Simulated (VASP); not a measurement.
A run of VASP 6.6.1 is set up as follows.

POSCAR

```
BN
1.0
    2.5978913932      0.0000000000      0.0000000000
   -1.2989456966      2.2498399428      0.0000000000
    0.0000000000      0.0000000000      6.6612000000
B N
2 2
Direct
    0.3333333333      0.6666666667      0.2500000000
    0.6666666667      0.3333333333      0.7500000000
    0.3333333333      0.6666666667      0.7500000000
    0.6666666667      0.3333333333      0.2500000000
```

Contents of INCAR.step1:

```
SYSTEM = BN
PREC = Accurate ; ENCUT = 520
ISMEAR = 0 ; SIGMA = 0.05
LREAL = .False. ; LASPH = .True.
NELM = 80 ; NBANDS = 16
GGA = PE ; ALGO = Normal
EDIFF = 1E-4 ; LWAVE = .True.
LCHARG = .False.
```

Contents of INCAR.step2:

```
SYSTEM = BN
PREC = Accurate ; ENCUT = 520
EDIFF = 1E-6 ; ISMEAR = 0
SIGMA = 0.05 ; LREAL = .False.
LASPH = .True. ; NELM = 80
ALGO = Normal ; ISIF = 2
LWAVE = .False. ; LCHARG = .True.
METAGGA = R2SCAN ; LMIXTAU = .True.
LELF = .True. ; LVHAR = .True.
NBANDS = 16 ; ISTART = 1
```

The input KPOINTS:

```
Automatic mesh
0
Gamma
  12 12 4
  0 0 0
```

Potentials or basis: VASP PAW PBE potentials, release 64 (B, N).

Launch:

```console
$ cat potpaw_PBE.64/B/POTCAR potpaw_PBE.64/N/POTCAR > POTCAR
$ cp INCAR.step1 INCAR
$ mpirun -np 1 vasp_std > vasp.out
$ cp INCAR.step2 INCAR
$ mpirun -np 1 vasp_std > vasp.out
```

Problem. What does it give for the pressure?

Solution. -23.2 GPa.

Problem. What does it give for the band gap on the k mesh?

Solution. 4.66 eV (least direct gap 5.01 eV).

Stress tensor (GPa, compression positive):
```
-35.05   0.00   0.00
  0.00 -35.05   0.00
  0.00   0.00   0.44
```

Caveat: the cell differs from its parent crystal (strain +0.0375 x Voigt [1, 1, 0, 0, 0, 0]); the cell stands under tension; the PAW data sets were made with another functional, which shifts forces and pressure a little. A k mesh can miss the band edges.
